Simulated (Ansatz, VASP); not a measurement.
**ZnS: VASP beside Ansatz**

POSCAR

```
ZnS
1.0
    0.0000000000      2.7046500000      2.7046500000
    2.7722662500      0.0000000000      2.7046500000
    2.7722662500      2.7046500000      0.0000000000
Zn S
1 1
Direct
    0.0000000000      0.0000000000      0.0000000000
    0.7500000000      0.7500000000      0.7500000000
```

File INCAR.step1:

```
SYSTEM = ZnS
PREC     = Accurate       ! precision mode
ENCUT    = 520            ! plane-wave cutoff, eV
ISMEAR   = 0              ! smearing method
SIGMA    = 0.05           ! smearing width, eV
LREAL    = .FALSE.        ! projectors in reciprocal space
LASPH    = .TRUE.         ! aspherical terms in the spheres
NELM     = 80             ! most SCF steps
NBANDS   = 16             ! bands
GGA      = PE             ! functional
ALGO     = Normal         ! electronic algorithm
EDIFF    = 1E-4           ! SCF threshold, eV
LWAVE    = .TRUE.         ! write WAVECAR
LCHARG   = .FALSE.        ! write CHGCAR
```

The input INCAR.step2:

```
SYSTEM = ZnS
PREC     = Accurate       ! precision mode
ENCUT    = 520            ! plane-wave cutoff, eV
EDIFF    = 1E-6           ! SCF threshold, eV
ISMEAR   = 0              ! smearing method
SIGMA    = 0.05           ! smearing width, eV
LREAL    = .FALSE.        ! projectors in reciprocal space
LASPH    = .TRUE.         ! aspherical terms in the spheres
NELM     = 80             ! most SCF steps
ALGO     = Normal         ! electronic algorithm
ISIF     = 2              ! what is computed and relaxed
LWAVE    = .FALSE.        ! write WAVECAR
LCHARG   = .FALSE.        ! write CHGCAR
METAGGA  = R2SCAN         ! meta-GGA
LMIXTAU  = .TRUE.       
NBANDS   = 16             ! bands
ISTART   = 1
```

Contents of KPOINTS:

```
Automatic mesh
0
G
  8 8 8
  0 0 0
```

Input for Ansatz:

```yaml
crystal:
  lattice:
    - [0.0, 2.70465, 2.70465]
    - [2.77226625, 0.0, 2.70465]
    - [2.77226625, 2.70465, 0.0]
  atoms:
    - { symbol: Zn, position: [0.0, 0.0, 0.0] }
    - { symbol: S, position: [0.75, 0.75, 0.75] }
basis:
  ecutwfc: 500
kpoints:
  mp_grid: { grid: [8, 8, 8] }
hamiltonian:
  xc: r2scan
scf:
  occupations: { method: gaussian, width: 0.05 }
output:
  forces: true
  stress: true
  eigenvalues: true
```

Change from the starting cell: strain +0.0250 x Voigt [1, 0, 0, 0, 0, 0], atoms carried along.

Alike in both runs: task single point; functional r2SCAN; k mesh 8 × 8 × 8; occupations gaussian, width 0.05 eV; no spin polarisation.

```csv
,VASP,Ansatz
version,VASP 6.6.1,Ansatz 0.2.0
potentials or method,"VASP PAW PBE potentials, release 64 (Zn, S), cutoff 520 eV","scalar-relativistic, plane waves, PAW"
valence electrons in the cell,18,18
```

|  | VASP | Ansatz | Ansatz less VASP |
| --- | --- | --- | --- |
| gap on the k mesh at the Fermi level (eV) | 2.51 | 2.51 | -0.008 |
| least direct gap on the mesh (eV) | 2.51 | 2.51 | -0.008 |
| pressure (GPa) | -2.6 | -2.6 | -0.04 |
| traceless stress, the component that is largest in VASP (GPa) | -0.76 | -0.76 | -0.006 |

VASP's potentials were made for PBE, not for r2SCAN.
